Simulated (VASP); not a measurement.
Runs of VASP 6.6.1 on Zr2AlN3. The structure is that of space group P6_3mc (No. 186), or close to it. The cells are those of the table. 

```tsv
task	spin	cell	cutoff (eV)	gap on the mesh (eV)	pressure (GPa)	largest force (eV/Å)
single point	collinear, ferromagnetic start	a = 3.402, b = 3.402, c = 16.639 Å, angles 90.0, 90.0, 120.0°, 12 atoms	520	none	0.2	(a)
single point	off	a = 3.402, b = 3.402, c = 16.639 Å, angles 90.0, 90.0, 120.0°, 12 atoms	520	none	0.2	0.03
relaxation of cell and atoms	off	relaxed from a = 3.381, b = 3.381, c = 16.227 Å, angles 90.0, 90.0, 120.0°, 12 atoms	600	none	0.2	0.03
single point	off	a = 3.381, b = 3.381, c = 16.227 Å, angles 90.0, 90.0, 120.0°, 12 atoms	520	none	12.5	3.35
```

Alike in all rows: level PBE; potentials or basis VASP PAW PBE potentials, release 64 (Zr_sv, Al, N); k mesh 6 × 6 × 1; smearing gaussian 0.1 eV.

**Question.** Estimate the missing entries.

**Answer.** (a) 0.05.

Caveats: all runs use coarse meshes; forces of over 1 eV/Å act on the atoms, so gaps and moduli don't describe the material at rest (some runs).

A k mesh can miss the band edges, and the runs leave out spin-orbit coupling on Zr.

A gap of «none» marks levels without a gap at the run's occupations.
